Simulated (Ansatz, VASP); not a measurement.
# YAl3N4: VASP beside Ansatz

```
Y Al N
1.0
     5.03013   -2.89112    0.00926
    -3.42185   -0.10242   -4.62350
     3.52229    6.07496    0.04780
Y Al N
2 6 8
Cartesian
  1.5398 -1.0023 -0.0356
  3.4772 -1.9034 -2.2586
  5.1349 -0.8495 0.1004
  3.3497 2.0932 -0.3076
  6.8613 2.0656 0.2242
  1.6780 1.1036 -2.4706
  5.1896 1.0760 -1.9388
  3.4044 4.0187 -2.3468
  1.4536 -0.8021 -2.4478
  0.2544 2.1535 -1.9348
  3.4717 1.9121 -2.3381
  1.6897 4.8743 -2.3677
  3.5634 -2.1036 0.1536
  1.8195 1.1860 0.1120
  5.0676 1.2571 0.0917
  3.2548 3.9068 -0.3209
```

Alike in both runs: functional PBEsol; k mesh 2 × 4 × 2; occupations gaussian, width 0.02 eV; no spin polarisation.

Ansatz relaxed the structure, and its values are those at the end. VASP's run is a single point on that final structure, the one shown.

|  | VASP | Ansatz |
| --- | --- | --- |
| version | VASP 6.6.1 | Ansatz 0.2.0 |
| potentials or method | VASP PAW PBE potentials, release 64 (Y_sv, Al, N), cutoff 520 eV | scalar-relativistic, plane waves, PAW |
| valence electrons in the cell | 80 | 80 |

|  | VASP | Ansatz | Ansatz less VASP |
| --- | --- | --- | --- |
| gap on the k mesh at the Fermi level (eV) | 2.38 | 2.37 | -0.003 |
| least direct gap on the mesh (eV) | 2.38 | 2.37 | -0.003 |
| pressure (GPa) | -0.1 | 0.0 | +0.09 |
| rms of the force components (eV/Å) | 0.007 | 0.000 | -0.0064 |

VASP's potentials were made for PBE, not for PBEsol. With one functional, cell and mesh, what is left measures potentials, basis and numerics.

The k mesh is coarse, so the values compare programs but aren't converged.
